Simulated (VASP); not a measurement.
The system is Cu3N.

```
CELL_PARAMETERS angstrom
3.82884 0.00000 0.00000
0.00000 3.82884 0.00000
0.00000 0.00000 3.82884
ATOMIC_POSITIONS crystal
Cu 0.50000 0.00000 0.00000
Cu 0.00000 0.50000 0.00000
Cu 0.00000 0.00000 0.50000
N 0.00000 0.00000 0.00000
```

- Program: VASP 6.6.1
- Task: relaxation of cell and atoms
- Functional: LDA
- Potentials or basis: VASP PAW LDA potentials, release 64 (Cu_sv_GW, N)
- Cutoff: 820 eV
- k mesh: 6 × 6 × 6
- Occupations: fermi-dirac, width 0.02 eV
- Spin: no spin polarisation

At the start: pressure -10.8 GPa; volume 14.03 Å³/atom.

Where does the relaxation end?

Over 5 steps the energy falls by 40.7 meV/atom and the volume is 12.91 Å³/atom (-8.0 %); space group Pm-3m (No. 221, to 0.1 Å) before and after.

The path:
```tsv
step	energy change (eV)	largest force (eV/Å)	pressure (GPa)	volume (Å³)
1	0.0000	0.0000	-10.77	56.13
2	-0.0822	0.0000	9.59	48.81
3	-0.1628	0.0000	-0.35	51.65
4	-0.1627	0.0000	0.19	51.54
5	-0.1628	0.0000	-0.06	51.64
```

Final structure:
```yaml
crystal:
  lattice:
    - [3.72399, 0.00000, 0.00000]
    - [0.00000, 3.72399, 0.00000]
    - [0.00000, 0.00000, 3.72399]
  atoms:
    - { symbol: Cu, position: [0.50000, 0.00000, 0.00000] }
    - { symbol: Cu, position: [0.00000, 0.50000, 0.00000] }
    - { symbol: Cu, position: [0.00000, 0.00000, 0.50000] }
    - { symbol: N, position: [0.00000, 0.00000, 0.00000] }
```
